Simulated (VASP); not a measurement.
Pd: single point with LDA

The system is Pd.

```
CELL_PARAMETERS angstrom
0.00000 1.86803 1.86803
1.86803 0.00000 1.86803
1.86803 1.86803 0.00000
ATOMIC_POSITIONS crystal
Pd 0.00000 0.00000 0.00000
```

This cell differs from its parent crystal: volume scaled by 0.92.

```
Program                : VASP 6.6.1
Task                   : single point
Functional             : LDA
Potentials or basis    : VASP PAW LDA potentials, release 64 (Pd)
Cutoff                 : 520 eV
k mesh                 : 17 × 17 × 17
Occupations            : fermi-dirac, width 0.1 eV
Spin                   : no spin polarisation
Dipole correction      : no
Further INCAR settings : ALGO = Normal; EDIFF = 1e-07; NBANDS = 11
```

- Pressure: 23.9 GPa
- Band gap on the k mesh: zero (band 5 reaches 12.21 eV, above the bottom of band 6 at 10.29 eV)

Levels at points of the mesh, in eV from the Fermi level:
```
           k point  band 1  band 2  band 3  band 4  band 5  band 6  band 7  band 8  band 9  band 10
(0.00, 0.00, 0.00)   -8.26   -3.51   -3.51   -3.51   -1.51   -1.51   17.07   22.52   22.52    22.52
```

It took 9.7 s on 1 thread of Intel(R) Xeon(R) 6975P-C (Granite Rapids) (shared host), peak memory 0.13 GiB.
